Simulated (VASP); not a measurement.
Here is a VASP 6.6.1 calculation.

Contents of INCAR:

```
PREC = Accurate
ENCUT = 520
EDIFF = 1E-6
ISMEAR = 0
SIGMA = 0.1
LREAL = False
LASPH = True
NELM = 150
ALGO = Normal
ISIF = 2
LWAVE = False
LCHARG = False
ISPIN = 2
MAGMOM = 8.25 8.25
LORBIT = 11
LMAXMIX = 6
LDAU = True
LDAUTYPE = 2
LDAUL = 3
LDAUU = 6
LDAUJ = 0
LDAUPRINT = 1
GGA = PE
NBANDS = 29
```

KPOINTS

```
regular mesh
0
Gamma
  9 9 5
```

File POSCAR:

```
Gd
1.0
    3.6515676488      0.0000000000      0.0000000000
   -1.8257838244      3.1623503475      0.0000000000
    0.0000000000      0.0000000000      5.8528464238
Gd
2
Direct
    0.3333333333      0.6666666667      0.7500000000
    0.6666666667      0.3333333333      0.2500000000
```

Potentials or basis: VASP PAW PBE potentials, release 64 (Gd).

The run is started by

```sh
$ cat potpaw_PBE.64/Gd/POTCAR > POTCAR
$ mpirun -np 1 vasp_std > vasp.out
```

**Question.** Predict the site moments.

**Answer.** Gd +7.11 μB.

**Question.** What does it give for the net moment?

**Answer.** 15.59 μB per cell.

Stress tensor (GPa, compression positive):
```
0.10 0.00 0.00
0.00 0.10 0.00
0.00 0.00 0.17
```

 The state reached can hang on the start; a lower one may exist.
